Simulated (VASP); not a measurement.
Pd: single point with PBEsol

Pd, a slab with vacuum:

```
Pd
1.0
     2.73972    0.00000    0.00000
     1.36986    2.37267    0.00000
     0.00000    0.00000   29.42182
Pd
7
Direct
  0.00000 0.00000 0.27191
  0.33333 0.33333 0.34794
  0.66667 0.66667 0.42397
  0.00000 0.00000 0.50000
  0.33333 0.33333 0.57603
  0.66667 0.66667 0.65206
  0.00000 0.00000 0.72809
```

```json
{"Program": "VASP 6.6.1", "Task": "single point", "Functional": "PBEsol", "Potentials or basis": "VASP PAW PBE potentials, release 64 (Pd)", "Cutoff": "520 eV", "k mesh": "14 × 14 × 1", "Occupations": "methfessel-paxton, width 0.1 eV", "Spin": "no spin polarisation"}
```

```json
{
 "Largest force": "0.094 eV/Å",
 "Band gap on the k mesh": "zero (band 35 reaches 3.07 eV, above the bottom of band 36 at 2.07 eV)"
}
```

Forces in eV/Å, atoms in the order of the input:
```
Pd   0.000  0.000 -0.050
Pd   0.000  0.000  0.094
Pd   0.000  0.000 -0.006
Pd   0.000  0.000  0.000
Pd   0.000  0.000  0.006
Pd   0.000  0.000 -0.094
Pd   0.000  0.000  0.050
```

Levels at points of the mesh, in eV from the Fermi level:
```csv
k point,band 32,band 33,band 34,band 35,band 36,band 37,band 38,band 39
"(0.00, 0.00, 0.00)",-1.12,-0.85,-0.85,-0.52,-0.49,-0.49,-0.18,-0.18
"(0.50, 0.00, 0.00)",0.14,0.23,0.32,0.34,1.40,2.30,3.10,3.45
```

It took 11 min on 1 thread of AMD EPYC 7R13, on a shared host, peak memory 0.33 GiB.

Caveat: the PAW data sets were made with another functional, which shifts forces and pressure a little.
